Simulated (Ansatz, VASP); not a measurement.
## Sb in VASP and in Ansatz

The input POSCAR:

```
Sb
1.0
    3.3545324186      0.0000000000      0.0000000000
   -1.6772662093      2.9051102923      0.0000000000
    0.0000000000      0.0000000000      5.4701606500
Sb
2
Direct
    0.6666666667      0.3333333333      0.7500000000
    0.3333333333      0.6666666667      0.2500000000
```

INCAR.step1

```
SYSTEM = Sb
PREC = Accurate ; ENCUT = 520
EDIFF = 1E-5 ; ISMEAR = -1
SIGMA = 0.05 ; LREAL = .False.
LASPH = .True. ; NELM = 100
ALGO = Normal ; ISIF = 2
LWAVE = .True. ; LCHARG = .False.
GGA = PE ; NBANDS = 12
```

INCAR.step2

```
SYSTEM = Sb
PREC = Accurate ; ENCUT = 520
EDIFF = 1E-7 ; ISMEAR = -1
SIGMA = 0.05 ; LREAL = .False.
LASPH = .True. ; NELM = 100
ALGO = Normal ; ISIF = 2
LWAVE = .False. ; LCHARG = .False.
GGA = PE ; LHFCALC = .True.
AEXX = 0.1 ; HFSCREEN = 0.2
PRECFOCK = Normal ; ISTART = 1
NBANDS = 12
```

Contents of KPOINTS:

```
regular mesh
0
Gamma
  5 5 3
  0 0 0
```

File input.yaml:

```yaml
crystal:
  lattice:
    - [3.3545324186, 0.0, 0.0]
    - [-1.6772662093, 2.9051102923, 0.0]
    - [0.0, 0.0, 5.47016065]
  atoms:
    - { symbol: Sb, position: [0.6666666667, 0.3333333333, 0.75] }
    - { symbol: Sb, position: [0.3333333333, 0.6666666667, 0.25] }
hamiltonian:
  xc: { exchange: pbe, correlation: pbe, exx: { coeff: 0.1, omega: 0.2 } }
  pseudopotentials: { kind: paw }
kpoints:
  mp_grid: { grid: [5, 5, 3] }
scf:
  occupations: { method: fermi_dirac, width: 0.05 }
output:
  forces: true
  stress: true
  eigenvalues: true
```

Alike in both runs: task single point; functional PBE-based screened hybrid with a share of 0.1 of exact exchange and HFSCREEN = 0.2; k mesh 5 × 5 × 3; occupations fermi-dirac, width 0.05 eV; no spin polarisation.

```csv
,VASP,Ansatz
version,VASP 6.6.1,Ansatz 0.2.0
potentials or method,"VASP PAW PBE potentials, release 64 (Sb)",Ansatz PAW
plane-wave cutoff (eV),520,420
valence electrons in the cell,10,30
```

|  | VASP | Ansatz | Ansatz less VASP |
| --- | --- | --- | --- |
| gap on the k mesh at the Fermi level (eV) | none | none | - |
| pressure (GPa) | -0.8 | -0.4 | +0.41 |
| traceless stress, the component that is largest in VASP (GPa) | 3.43 | 3.45 | +0.019 |

VASP's potentials were made for PBE, not for PBE-based screened hybrid. A gap of «none» marks a metal or a gap that the smearing closes. VASP's potentials hold 10 valence electrons a cell and Ansatz's 30, so a difference there can come from the potentials and not from the codes.

The k mesh is coarse, so the values compare programs but aren't converged. Spin-orbit coupling is off throughout.
